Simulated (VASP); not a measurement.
A run of VASP 6.6.1:

POSCAR

```
Cd
1.0
    3.0930676374      0.0000000000      0.0000000000
   -1.5465338187      2.6786751496      0.0000000000
    0.0000000000      0.0000000000     10.4307369600
Cd
4
Direct
    0.6666666667      0.3333333333      0.7500000000
    0.0000000000      0.0000000000      0.5000000000
    0.3333333333      0.6666666667      0.2500000000
    0.0000000000      0.0000000000      0.0000000000
```

INCAR.step1

```
SYSTEM = Cd
PREC = Accurate ; ENCUT = 520
EDIFF = 1E-7 ; ISMEAR = -1
SIGMA = 0.05 ; LREAL = .FALSE.
LASPH = .TRUE. ; NELM = 60
ALGO = Normal ; ISIF = 2
LWAVE = .FALSE. ; LCHARG = .TRUE.
GGA = RE ; NBANDS = 32
```

Contents of KPOINTS.step1:

```
Automatic mesh
0
G
  6 6 2
  0 0 0
```

Contents of INCAR.step2:

```
SYSTEM = Cd
PREC = Accurate ; ENCUT = 520
EDIFF = 1E-7 ; ISMEAR = -5
SIGMA = 0.05 ; LREAL = .FALSE.
LASPH = .TRUE. ; NELM = 60
ALGO = Normal ; ISIF = 2
LWAVE = .FALSE. ; LCHARG = .FALSE.
GGA = RE ; LORBIT = 10
NBANDS = 32 ; NEDOS = 2001
ICHARG = 11
```

The input KPOINTS.step2:

```
Automatic mesh
0
G
  9 9 3
  0 0 0
```

Potentials or basis: VASP PAW PBE potentials, release 64 (Cd).

The run is started by

```bash
$ cat potpaw_PBE.64/Cd/POTCAR > POTCAR
$ cp INCAR.step1 INCAR
$ cp KPOINTS.step1 KPOINTS
$ mpirun -np 1 vasp_std > vasp.out
$ cp INCAR.step2 INCAR
$ cp KPOINTS.step2 KPOINTS
$ mpirun -np 1 vasp_std > vasp.out
```

Hardware: 1 thread of Intel(R) Xeon(R) Platinum 8488C (Sapphire Rapids), on a shared host.

Problem. How long does it take, and how much memory?

Solution. It took 55 s on 1 thread of Intel(R) Xeon(R) Platinum 8488C (Sapphire Rapids) (shared host), peak memory 0.2 GiB. Counts: k points 24.
